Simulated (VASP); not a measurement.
# Ti2C5 (P-3m1) in VASP: relaxation of cell and atoms with PBE

Aim: the relaxation of cell and atoms of Ti2C5 with PBE.

Program: VASP 6.6.1. These are calculated values, not measurements. Logs are shortened: lines on timing, memory, paths and dates and some standing lists are left out, and cuts for length are marked.

## 1. The cell of the first run

It takes space group P-3m1 (No. 164, trigonal). Conventional cell: a = 2.696 Å, b = 2.696 Å, c = 10.477 Å, α = 90.00°, β = 90.00°, γ = 120.00°. Ti (site symmetry 3m) has 9 C at 2.02 to 2.49 Å and 6 Ti at 2.70 Å within 2.7 Å. C (site symmetry 3m) has 3 C at 1.56 Å within 2.1 Å. Within 2.1 Å of C (site symmetry 3m) lie 3 C at 1.56 Å. C (site symmetry -3m) has 6 Ti at 2.02 Å and 6 C at 2.70 Å within 2.7 Å.

## 2. Relaxation of cell and atoms, PBE

INCAR

```
SYSTEM = Ti2C5
PREC = Accurate
ENCUT = 600
EDIFF = 1E-7
ISMEAR = 0
SIGMA = 0.1
LREAL = .False.
LASPH = .True.
NELM = 120
ALGO = Normal
ISIF = 3
LWAVE = .False.
LCHARG = .False.
GGA = PE
IBRION = 2
NSW = 100
EDIFFG = -0.01
GGA_COMPAT = .False.
NELMIN = 4
```

KPOINTS

```
Automatic mesh
0
Gamma
  12 12 4
  0 0 0
```

POSCAR

```
Ti2C5
1.0
    2.6957913842      0.0000000000      0.0000000000
   -1.3478956921      2.3346238221      0.0000000000
    0.0000000000      0.0000000000     10.4770328840
Ti C
2 5
Direct
    0.3333333333      0.6666666667      0.1235896397
    0.6666666667      0.3333333333      0.8764103603
    0.0000000000      0.0000000000      0.3089095338
    0.6666666667      0.3333333333      0.3066421456
    0.0000000000      0.0000000000      0.6910904662
    0.3333333333      0.6666666667      0.6933578544
    0.0000000000      0.0000000000      0.0000000000
```

Potentials or basis: VASP PAW PBE potentials, release 64 (Ti_sv, C).

Command:

```bash
cat potpaw_PBE.64/Ti_sv/POTCAR potpaw_PBE.64/C/POTCAR > POTCAR
mpirun -np 1 vasp_std > vasp.out
```

OUTCAR:

```text
SYSTEM = Ti2C5
   PREC = Accurate
   ENCUT = 600
   EDIFF = 1E-7
   ISMEAR = 0
   LREAL = .False.
   LASPH = .True.
   NELM = 120
   ISIF = 3
   GGA = PE
   IBRION = 2
   NSW = 100
   EDIFFG = -0.01
   NELMIN = 4

 ion  position               nearest neighbor table
   1  0.333  0.667  0.124-   7 2.02   7 2.02   7 2.02   4 2.47   4 2.47   4 2.47   3 2.49   3 2.49
                             3 2.49
   2  0.667  0.333  0.876-   7 2.02   7 2.02   7 2.02   6 2.47   6 2.47   6 2.47   5 2.49   5 2.49
                             5 2.49
   3  0.000  0.000  0.309-   4 1.56   4 1.56   4 1.56   1 2.49   1 2.49   1 2.49
   4  0.667  0.333  0.307-   3 1.56   3 1.56   3 1.56   1 2.47   1 2.47   1 2.47
   5  0.000  0.000  0.691-   6 1.56   6 1.56   6 1.56   2 2.49   2 2.49   2 2.49
   6  0.333  0.667  0.693-   5 1.56   5 1.56   5 1.56   2 2.47   2 2.47   2 2.47
   7  0.000  0.000  0.000-   1 2.02   2 2.02   2 2.02   1 2.02   2 2.02   1 2.02

  LATTYP: Found a hexagonal cell.
 ALAT       =     2.6957913842
 C/A-ratio  =     3.8864405256

  Lattice vectors:

 A1 = (   2.6957913842,   0.0000000000,   0.0000000000)
 A2 = (  -1.3478956921,   2.3346238221,   0.0000000000)
 A3 = (   0.0000000000,   0.0000000000,  10.4770328840)

Analysis of symmetry for initial positions (statically):
=====================================================================
 Subroutine PRICEL returns:
 Original cell was already a primitive cell.

 Routine SETGRP: Setting up the symmetry group for a
 hexagonal supercell.

 Subroutine GETGRP returns: Found 12 space group operations
 (whereof 12 operations were pure point group operations)
 out of a pool of 24 trial point group operations.

The static configuration has the point symmetry D_3d.

Analysis of symmetry for dynamics (positions and initial velocities):
=====================================================================
 Subroutine PRICEL returns:
 Original cell was already a primitive cell.

 Routine SETGRP: Setting up the symmetry group for a
 hexagonal supercell.

 Subroutine GETGRP returns: Found 12 space group operations
 (whereof 12 operations were pure point group operations)
 out of a pool of 24 trial point group operations.

The dynamic configuration has the point symmetry D_3d.

 Subroutine INISYM returns: Found 12 space group operations
 (whereof 12 operations are pure point group operations),
 and found     1 'primitive' translations

----------------------------------------------------------------------------------------

                                     Primitive cell

  volume of cell :      65.9389

  direct lattice vectors                    reciprocal lattice vectors
     2.695791384  0.000000000  0.000000000     0.370948585  0.214167266  0.000000000
    -1.347895692  2.334623822  0.000000000     0.000000000  0.428334531  0.000000000
     0.000000000  0.000000000 10.477032884     0.000000000  0.000000000  0.095446870

  length of vectors
     2.695791384  2.695791384 10.477032884     0.428334531  0.428334531  0.095446870

  position of ions in fractional coordinates (direct lattice)
     0.333333333  0.666666667  0.123589640
     0.666666667  0.333333333  0.876410360
     0.000000000  0.000000000  0.308909534
     0.666666667  0.333333333  0.306642146
     0.000000000  0.000000000  0.691090466
     0.333333333  0.666666667  0.693357854
     0.000000000  0.000000000  0.000000000

  ion indices of the primitive-cell ions
   primitive index   ion index
                 1           1
                 2           2
                 3           3
                 4           4
                 5           5
                 6           6
                 7           7

----------------------------------------------------------------------------------------

 KPOINTS: Automatic mesh

Automatic generation of k-mesh.
 Grid dimensions read from file:
 generate k-points for:   12   12    4

 Generating k-lattice:

  Cartesian coordinates                     Fractional coordinates (reciprocal lattice)
     0.030912382  0.017847272  0.000000000     0.083333333 -0.000000000  0.000000000
     0.000000000  0.035694544  0.000000000     0.000000000  0.083333333  0.000000000
     0.000000000  0.000000000  0.023861718     0.000000000  0.000000000  0.250000000

  Length of vectors
     0.035694544  0.035694544  0.023861718

  Shift w.r.t. Gamma in fractional coordinates (k-lattice)
     0.000000000  0.000000000  0.000000000

 Subroutine IBZKPT returns following result:
 ===========================================

 Found     69 irreducible k-points:

 Following reciprocal coordinates:
            Coordinates               Weight
  0.000000  0.000000  0.000000      1.000000
  0.083333  0.000000  0.000000      6.000000
  0.166667  0.000000  0.000000      6.000000
  0.250000  0.000000  0.000000      6.000000
  0.333333 -0.000000  0.000000      6.000000
  0.416667  0.000000  0.000000      6.000000
[... 16 lines left out ...]
  0.166667  0.000000  0.250000      6.000000
  0.000000  0.166667  0.250000      6.000000
 [... further k-points ...]
   k-points           NKPTS =     69   k-points in BZ     NKDIM =     69   number of bands    NBANDS=     26
   number of dos      NEDOS =    301   number of ions     NIONS =      7
   total plane-waves  NPLWV =  48384
   dimension x,y,z NGX =    24 NGY =   24 NGZ =   84
   dimension x,y,z NGXF=    48 NGYF=   48 NGZF=  168
   ions per type =               2   5
   NGX,Y,Z   is equivalent  to a cutoff of  14.80, 14.80, 13.33 a.u.
   NGXF,Y,Z  is equivalent  to a cutoff of  29.60, 29.60, 26.66 a.u.
 SYSTEM =  Ti2C5
   PREC   = accura    normal or accurate (medium, high low for compatibility)
   ISTART =      0    job   : 0-new  1-cont  2-samecut
   ICHARG =      2    charge: 1-file 2-atom 10-const
   ISPIN  =      1    spin polarized calculation?
   LNONCOLLINEAR =      F non collinear calculations
   LSORBIT =      F    spin-orbit coupling
   LASPH  =      T    aspherical Exc in radial PAW
   ENCUT  =  600.0 eV  44.10 Ry    6.64 a.u.   5.38  5.38 20.93*2*pi/ulx,y,z
   NELM   =    120;   NELMIN=  4; NELMDL= -5     # of ELM steps
   EDIFF  = 0.1E-06   stopping-criterion for ELM
   LREAL  =      F    real-space projection
   EDIFFG = -.1E-01   stopping-criterion for IOM
   NSW    =    100    number of steps for IOM
   IBRION =      2    ionic relax: 0-MD 1-quasi-New 2-CG
   NFREE  =      1    steps in history (QN), initial steepest desc. (CG)
   ISIF   =      3    stress and relaxation
   ISYM   =      2    0-nonsym 1-usesym 2-fastsym
   POTIM  = 0.5000    time-step for ionic-motion
   TEBEG  =    0.0;   TEEND  =   0.0 temperature during run
   PSTRESS=    0.0 pullay stress
   NELECT =      44.0000    total number of electrons
   NUPDOWN=      -1.0000    fix difference up-down
   EMIN   =  10.00;   EMAX   =-10.00  energy-range for DOS
   EFERMI =   0.00;   METHOD = LEGACY
   ISMEAR =     0;   SIGMA  =   0.10  broadening in eV -4-tet -1-fermi 0-gaus
   EFERMI_NEDOS =   21; number of points for ismear=-14 and -15
   IALGO  =     38    algorithm
   IMIX   =      4    mixing-type and parameters
     AMIX     =   0.40;   BMIX     =  1.00
     AMIX_MAG =   1.60;   BMIX_MAG =  1.00
  volume/ion in A,a.u.               =       9.42        63.57
  Fermi-wavevector in a.u.,A,eV,Ry     =   1.430579  2.703403 27.845094  2.046557
  Thomas-Fermi vector in A             =   2.550409
   LORBIT       =      0    0 simple, 1 ext, 2 COOP (PROOUT), +10 PAW based schemes
   GGA     = PE    functional components
   LHFCALC =     F    Hartree Fock is set to
   AEXX    =    0.0000 exact exchange contribution
   IVDW    =     0    specifies the selected vdW correction
   LEPSILON=     F    determine dielectric tensor
   LRPA    =     F    only Hartree local field effects (RPA)
 conjugate gradient relaxation of ions
 non-spin polarized calculation
 Gauss-broadening in eV      SIGMA  =   0.10
  energy-cutoff  :      600.00
  volume of cell :       65.94
 maximum number of plane-waves:      2250
 NGX is ok and might be reduce to    24
   NGX = 11   NGY = 11   NGZ = 41

--------------------------------------- Ionic step        1  -------------------------------------------

 number of electron      44.0000004 magnetization

 Free energy of the ion-electron system (eV)
  ---------------------------------------------------
  ext. energy  EPLUGINS =         0.00000000
  ---------------------------------------------------
  free energy    TOTEN  =       -60.64808456 eV

  energy without entropy =      -60.63635764  energy(sigma->0) =      -60.64222110

------------------------ aborting loop because EDIFF is reached ----------------------------------------

  FORCE on cell =-STRESS in cart. coord.  units (eV):
  Direction    XX          YY          ZZ          XY          YZ          ZX
  --------------------------------------------------------------------------------------
  -------------------------------------------------------------------------------------
  Total        0.0879364      0.0879364     -0.0901626      0.0000000      0.0000000      0.0000000
  in kB        2.1366720      2.1366720     -2.1907637      0.0000000      0.0000000      0.0000000
  external PRESSURE =       0.6941934 kB  Pullay stress =       0.0000000 kB
[... 190 lines left out ...]
  energy  without entropy=      -60.6415412207  energy(sigma->0) =      -60.64654464

--------------------------------------- Ionic step        6  -------------------------------------------

 number of electron      44.0000003 magnetization

 Free energy of the ion-electron system (eV)
  ---------------------------------------------------
  ext. energy  EPLUGINS =         0.00000000
  ---------------------------------------------------
  free energy    TOTEN  =       -60.65163340 eV

  energy without entropy =      -60.64159230  energy(sigma->0) =      -60.64661285

 E-fermi :   8.9003     XC(G=0): -11.6118

 val. band max:        8.8982549295   @ k =   0.0000   0.4167   0.2500
 cond. band min:       8.9190646363   @ k =   0.4167   0.0000   0.0000
 fundamental gap:      0.0208097068
 Fermi energy:         8.9003383558

 k-point     1 :       0.0000    0.0000    0.0000
  band No.  band energies     occupation
      1     -47.9210      2.00000
      2     -47.8744      2.00000
      3     -24.5976      2.00000
      4     -24.2305      2.00000
      5     -23.6128      2.00000
      6     -23.6128      2.00000
[... 685 lines left out ...]
     25      10.6384      0.00000
     26      10.7697      0.00000

 [... further k-points ...]
[... 5 lines left out ...]
  --------------------------------------------------------------------------------------
  -------------------------------------------------------------------------------------
  Total       -0.0257697     -0.0257697      0.0269360      0.0000000      0.0000000      0.0000000
  in kB       -0.6274230     -0.6274230      0.6558183      0.0000000      0.0000000      0.0000000
  external PRESSURE =      -0.1996759 kB  Pullay stress =       0.0000000 kB
[... 22 lines left out ...]
  FREE ENERGIE OF THE ION-ELECTRON SYSTEM (eV)
  ---------------------------------------------------
  free  energy   TOTEN  =       -60.6516333977 eV

  energy  without entropy=      -60.6415923029  energy(sigma->0) =      -60.64661285

 reached required accuracy - stopping structural energy minimisation
```

It took 4.5 min on 1 thread of Intel Xeon 6975P-C (Granite Rapids), shared host; peak memory 0.29 GiB.

What came out:

```yaml
Free_energy: -60.6516 eV
Relaxed_volume: 9.40 Å³/atom
Relaxed_cell: a = 2.698 Å, b = 2.698 Å, c = 10.442 Å, α = 90.00°, β = 90.00°, γ = 120.00°
Space_group_after_relaxing_to_0.05_Å: P-3m1 (No. 164)
Energy_gained_by_relaxing: 0.5 meV/atom
Ionic_steps: 6
Pressure_after_relaxing: 0.0 GPa
Largest_force_after_relaxing: 0.004 eV/Å
Band_gap_on_the_k_mesh: zero (band 22 reaches 9.58 eV, above the bottom of band 23 at 8.52 eV)
```

Forces in eV/Å, atoms in the order of the input:
```
Ti   0.000  0.000  0.004
Ti   0.000  0.000 -0.004
C    0.000  0.000  0.001
C    0.000  0.000  0.002
C    0.000  0.000 -0.001
C    0.000  0.000 -0.002
C    0.000  0.000  0.000
```

The path:
```csv
step,energy change (eV),largest force (eV/Å),pressure (GPa),volume (Å³)
1,0.0000,0.1726,0.07,65.94
2,-0.0028,0.0644,-0.46,65.98
3,-0.0029,0.0484,-0.60,65.99
4,-0.0032,0.0193,0.61,65.65
5,-0.0035,0.0185,0.12,65.79
6,-0.0035,0.0036,-0.02,65.81
```

Final structure:
```xyz
7
Lattice="2.6975 0.0000 0.0000 -1.3488 2.3361 0.0000 0.0000 0.0000 10.4423" Properties=species:S:1:pos:R:3 pbc="T T T"
Ti    0.0000    1.5574    1.3015
Ti    1.3488    0.7787    9.1409
C     0.0000    0.0000    3.2291
C     1.3488    0.7787    3.1908
C     1.3488    2.3361    7.2132
C     0.0000    1.5574    7.2515
C     0.0000    0.0000    0.0000
```

Levels at points of the mesh, in eV from the Fermi level:
```csv
k point,band 19,band 20,band 21,band 22,band 23,band 24,band 25,band 26
"(0.00, 0.00, 0.00)",-1.82,-1.56,-1.56,0.68,0.68,1.70,1.70,1.95
"(0.50, 0.00, 0.00)",-4.23,-3.21,-1.99,-0.67,-0.34,0.63,2.41,2.43
"(0.00, 0.00, 0.50)",-1.76,-1.56,-1.56,0.68,0.68,1.70,1.70,1.95
"(0.50, 0.00, 0.50)",-4.29,-3.24,-1.99,-0.60,-0.38,0.61,2.43,2.45
```

Caveat: this functional lacks dispersion, which binds the layers, so the pressure and a relaxed spacing across them are unreliable.
